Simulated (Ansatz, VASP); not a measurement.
## Al in VASP and in Ansatz

The input INCAR:

```
SYSTEM = Al
ALGO = Fast
EDIFF = 1E-6
ENCUT = 520
GGA = PE
ISIF = 2
ISMEAR = 0
IVDW = 12
LASPH = .TRUE.
LCHARG = .FALSE.
LREAL = .FALSE.
LWAVE = .FALSE.
NBANDS = 10
NELM = 100
PREC = Accurate
SIGMA = 0.15
```

The input KPOINTS:

```
k-points
0
G
  24 24 24
  0 0 0
```

POSCAR

```
Al
1.0
    0.0000000000     -1.9913628294     -1.9913628294
   -1.9913628294      0.0000000000     -1.9913628294
    1.9913628294      1.9913628294     -3.9827256588
Al
2
Direct
    0.4978255459      0.4978255459      0.5065233622
    0.0021744541      0.0021744541     -0.0065233622
```

Input for Ansatz:

```yaml
crystal:
  lattice:
    - [0.0, -1.9913628294, -1.9913628294]
    - [-1.9913628294, 0.0, -1.9913628294]
    - [1.9913628294, 1.9913628294, -3.9827256588]
  atoms:
    - { symbol: Al, position: [0.4978255459, 0.4978255459, 0.5065233622] }
    - { symbol: Al, position: [0.0021744541, 0.0021744541, -0.0065233622] }
basis:
  ecutwfc: 420
kpoints:
  mp_grid: { grid: [24, 24, 24] }
hamiltonian:
  xc: pbe
  dispersion: d3bj
scf:
  occupations: { method: gaussian, width: 0.15 }
output:
  forces: true
  stress: true
  eigenvalues: true
  write_density: true
  write_potential: true
  elf: true
  volumetric_format: npy
```

Change from the starting cell: mode 6 (347.1 1/cm) frozen in, largest displacement +0.030 Å.

Alike in both runs: task single point; functional PBE; dispersion D3(BJ); k mesh 24 × 24 × 24; occupations gaussian, width 0.15 eV; no spin polarisation.

|  | VASP | Ansatz |
| --- | --- | --- |
| version | VASP 6.6.1 | Ansatz 0.2.0 |
| potentials or method | VASP PAW PBE potentials, release 64 (Al), cutoff 520 eV | scalar-relativistic, plane waves, PAW |
| valence electrons in the cell | 6 | 6 |

```tsv
	VASP	Ansatz	Ansatz less VASP
gap on the k mesh at the Fermi level (eV)	none	none	-
pressure (GPa)	0.1	0.1	+0.03
traceless stress, the component that is largest in VASP (GPa)	0.13	0.13	0.000
rms of the force components (eV/Å)	0.207	0.207	-0.0001
```

Atom by atom the forces differ by 0.000 eV/Å (rms over components). A gap of «none» marks a metal or a gap that the smearing closes.
